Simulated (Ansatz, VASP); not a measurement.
**One calculation of NaCl, two programs**

The input INCAR:

```
SYSTEM = NaCl
  ALGO = Normal
  EDIFF = 1E-6
  ENCUT = 520
  GGA = PS
  ISIF = 2
  ISMEAR = 0
  LASPH = .True.
  LCHARG = .False.
  LREAL = .False.
  LWAVE = .False.
  NBANDS = 14
  NELM = 60
  PREC = Accurate
  SIGMA = 0.01
```

KPOINTS

```
k-points
0
Gamma
  8 8 8
  0 0 0
```

File POSCAR:

```
NaCl
1.0
    2.6398180014      2.6398180014      0.0000000000
   -2.6398180014      2.6398180014      0.0000000000
    0.0000000000      2.6398180014      2.6398180014
Na Cl
1 1
Direct
    0.0000000000      0.0000000000      0.0000000000
    0.5000000000      0.5000000000      0.0000000000
```

Input for Ansatz:

```yaml
crystal:
  lattice:
    - [2.63981800145, 2.63981800145, 0.0]
    - [-2.63981800145, 2.63981800145, 0.0]
    - [0.0, 2.63981800145, 2.63981800145]
  atoms:
    - { symbol: Na, position: [0.0, 0.0, 0.0] }
    - { symbol: Cl, position: [0.5, 0.5, 0.0] }
kpoints:
  mp_grid: { grid: [8, 8, 8] }
scf:
  occupations: { method: fixed }
  convergence: { dr2_threshold: 1.0e-10 }
hamiltonian:
  xc: pbesol
  pseudopotentials: { kind: all_electron, lapw: { basis_error: 0.0005 } }
output:
  forces: true
  stress: true
  eigenstates:
    kpoints:
      - [0.0, 0.0, 0.0]
      - [-0.5, -0.5, -0.5]
      - [-0.5, 0.5, 0.0]
      - [0.0, 0.0, -0.5]
      - [0.0, -0.5, -0.5]
      - [0.0, 0.5, 0.0]
      - [-0.5, 0.0, 0.0]
      - [-0.5, 0.0, -0.5]
  eigenvalues: true
```

Alike in both runs: task single point; functional PBEsol; k mesh 8 × 8 × 8; no spin polarisation.

|  | VASP | Ansatz |
| --- | --- | --- |
| version | VASP 6.6.1 | Ansatz 0.2.0 |
| potentials or method | VASP PAW PBE potentials, release 64 (Na_pv, Cl), cutoff 520 eV | all-electron LAPW, scalar-relativistic |
| occupations | gaussian, width 0.01 eV | fixed |

|  | VASP | Ansatz | Ansatz less VASP |
| --- | --- | --- | --- |
| gap on the k mesh at the Fermi level (eV) | 5.78 | 5.78 | +0.005 |
| pressure (GPa) | 7.1 | 7.0 | -0.10 |

VASP's potentials were made for PBE, not for PBEsol. Ansatz ran all-electron here, and VASP with PAW potentials.
